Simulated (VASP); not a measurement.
Write the native input for VASP 6.6.1 that does the following.

```
Task                   : relaxation of cell and atoms
Functional             : PBEsol
Potentials or basis    : VASP PAW PBE potentials, release 64 (Al, H)
Cutoff                 : 600 eV
k mesh                 : 6 × 6 × 6
Occupations            : fermi-dirac, width 0.03 eV
Spin                   : no spin polarisation
Dipole correction      : no
Further INCAR settings : ALGO = Normal; EDIFF = 1e-06; IBRION = 2; EDIFFG = -0.01; NSW = 100; ISIF = 3
```

The structure of AlH3 lies in POSCAR:

```
AlH3
1.0
    4.5486345000      0.0000000000      0.0000000000
   -2.2743172500      3.9392330300      0.0000000000
    0.0000000000      0.0000000000      3.6648941200
Al H
2 6
Direct
    0.3333333300      0.6666666700      0.7500000000
    0.6666666700      0.3333333300      0.2500000000
    0.1672083000      0.3344165900      0.2500000000
    0.6655834100      0.8327917000      0.2500000000
    0.1672083000      0.8327917000      0.2500000000
    0.8327917000      0.6655834100      0.7500000000
    0.3344165900      0.1672083000      0.7500000000
    0.8327917000      0.1672083000      0.7500000000
```

The input as run:

INCAR

```
  ALGO = Normal
  EDIFF = 1E-6
  EDIFFG = -0.01
  ENCUT = 600
  GGA = PS
  IBRION = 2
  ISIF = 3
  ISMEAR = -1
  LASPH = True
  LCHARG = False
  LREAL = False
  LWAVE = False
  NELM = 100
  NSW = 100
  PREC = Accurate
  SIGMA = 0.03
```

KPOINTS

```
k-points
0
Gamma
  6 6 6
```

Potentials or basis: VASP PAW PBE potentials, release 64 (Al, H).

Run with:

```console
$ cat potpaw_PBE.64/Al/POTCAR potpaw_PBE.64/H/POTCAR > POTCAR
$ mpirun -np 1 vasp_std > vasp.out
```

It gave:

```yaml
Relaxed_volume: 8.94 Å³/atom
Relaxed_cell: a = 5.850 Å, b = 5.850 Å, c = 2.412 Å, α = 90.00°, β = 90.00°, γ = 120.00°
Space_group_after_relaxing_to_0.05_Å: P6_3/mmc (No. 194)
Energy_gained_by_relaxing: 357.3 meV/atom
Ionic_steps: 37
Pressure_after_relaxing: 0.0 GPa
Largest_force_after_relaxing: 0.007 eV/Å
Band_gap_on_the_k_mesh: 1.32 eV, indirect (least direct gap 1.88 eV)
```

Caveat: the PAW data sets were made with another functional, which shifts forces and pressure a little.

Run time: 3.6 min on 1 thread of Intel(R) Xeon(R) 6975P-C (Granite Rapids) (shared host), peak memory 0.21 GiB.
